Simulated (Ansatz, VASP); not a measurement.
# ReHg in VASP and in Ansatz

```
Re Hg
1.0
     3.24959    0.00000    0.00000
     0.00000    3.24959    0.00000
     0.00000    0.00000    3.24959
Re Hg
1 1
Direct
  0.50000 0.50000 0.50000
  0.00000 0.00000 0.00000
```

Alike in both runs: functional PBE; k mesh 18 × 18 × 18; occupations gaussian, width 0.1 eV; no spin polarisation.

Ansatz relaxed the structure, and its values are those at the end. VASP's run is a single point on that final structure, the one shown.

```csv
,VASP,Ansatz
version,VASP 6.6.1,Ansatz 0.2.0
potentials or method,"VASP PAW PBE potentials, release 64 (Re, Hg), cutoff 520 eV","scalar-relativistic, plane waves, PAW"
valence electrons in the cell,19,35
```

VASP gave:

```
gap on the k mesh at the Fermi level (eV) : none
pressure (GPa)                            : 1.3
```

Problem. Estimate Ansatz's values.

Solution. gap on the k mesh at the Fermi level (eV): none; pressure (GPa): 0.0.

A gap of «none» marks a metal or a gap that the smearing closes. The functional is the same, so the differences come from potentials, cutoffs and numerics. VASP's potentials hold 19 valence electrons a cell and Ansatz's 35, so a difference there can come from the potentials and not from the codes.

Neither program's run includes spin-orbit coupling.
